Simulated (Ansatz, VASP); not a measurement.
# Two plane-wave programs on Mg5ZnO6

```
CELL_PARAMETERS angstrom
3.26749 0.00000 0.00000
0.00000 3.26749 0.00000
0.00000 0.00000 13.78373
ATOMIC_POSITIONS crystal
Mg 0.00000 0.00000 0.00000
Mg 0.50000 0.50000 0.16700
Mg 0.00000 0.00000 0.33407
Mg 0.00000 0.00000 0.66593
Mg 0.50000 0.50000 0.83300
Zn 0.50000 0.50000 0.50000
O 0.50000 0.00000 0.08350
O 0.00000 0.50000 0.25051
O 0.50000 0.00000 0.41569
O 0.00000 0.50000 0.58431
O 0.50000 0.00000 0.74949
O 0.00000 0.50000 0.91650
```

Alike in both runs: functional PBE; k mesh 6 × 6 × 2; occupations gaussian, width 0.1 eV; no spin polarisation.

Ansatz relaxed the structure, and its values are those at the end. VASP's run is a single point on that final structure, the one shown.

|  | VASP | Ansatz |
| --- | --- | --- |
| version | VASP 6.6.1 | Ansatz 0.2.0 |
| potentials or method | VASP PAW PBE potentials, release 64 (Mg, Zn, O), cutoff 520 eV | scalar-relativistic, plane waves, PAW |
| valence electrons in the cell | 58 | 98 |

|  | VASP | Ansatz | Ansatz less VASP |
| --- | --- | --- | --- |
| gap on the k mesh at the Fermi level (eV) | 2.49 | 2.51 | +0.016 |
| least direct gap on the mesh (eV) | 2.49 | 2.51 | +0.016 |
| pressure (GPa) | -0.2 | 0.0 | +0.18 |
| rms of the force components (eV/Å) | 0.019 | 0.002 | -0.0173 |

With one functional, cell and mesh, what is left measures potentials, basis and numerics. VASP's potentials hold 58 valence electrons a cell and Ansatz's 98, so a difference there can come from the potentials and not from the codes.
